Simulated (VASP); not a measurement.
Crystal: AsPb4.

```xyz
5
Lattice="-3.2775 3.2775 3.2775 3.2775 -3.2775 3.2775 3.2775 3.2775 -3.2775" Properties=species:S:1:pos:R:3 pbc="T T T"
As    0.0000    0.0000    0.0000
Pb    1.6388    1.6388    1.6388
Pb   -1.6388    1.6388    1.6388
Pb    1.6388    1.6388   -1.6388
Pb    1.6388   -1.6388    1.6388
```

The cell was built from a structure type or drawn by symmetry, and may not be a known phase.

```yaml
Program: VASP 6.6.1
Task: relaxation of cell and atoms
Functional: PBE
Potentials_or_basis: VASP PAW PBE potentials, release 64 (As, Pb_d)
Cutoff: 600 eV
k_mesh: 4 × 4 × 4
Occupations: gaussian, width 0.1 eV
Spin: no spin polarisation
```

At the start: pressure 11.8 GPa; volume 28.17 Å³/atom.

Question: Where does the relaxation end?

Answer: Over 4 steps the energy falls by 201.4 meV/atom and the volume is 35.03 Å³/atom (+24.4 %); space group Im-3m (No. 229, to 0.1 Å) before and after.

Step by step:
| step | energy change (eV) | largest force (eV/Å) | pressure (GPa) | volume (Å³) |
| --- | --- | --- | --- | --- |
| 1 | 0.0000 | 0.0000 | 11.78 | 140.83 |
| 2 | -0.9275 | 0.0000 | -1.96 | 187.38 |
| 3 | -1.0065 | 0.0000 | 0.20 | 174.02 |
| 4 | -1.0072 | 0.0000 | -0.01 | 175.16 |

Final structure:
```
As Pb
1.0
    -3.52473    3.52473    3.52473
     3.52473   -3.52473    3.52473
     3.52473    3.52473   -3.52473
As Pb
1 4
Direct
  0.00000 0.00000 0.00000
  0.50000 0.50000 0.50000
  0.50000 0.00000 0.00000
  0.00000 0.00000 0.50000
  0.00000 0.50000 0.00000
```

Caveat: the volume moved by over 15 % at a fixed basis, so the end points are rough.
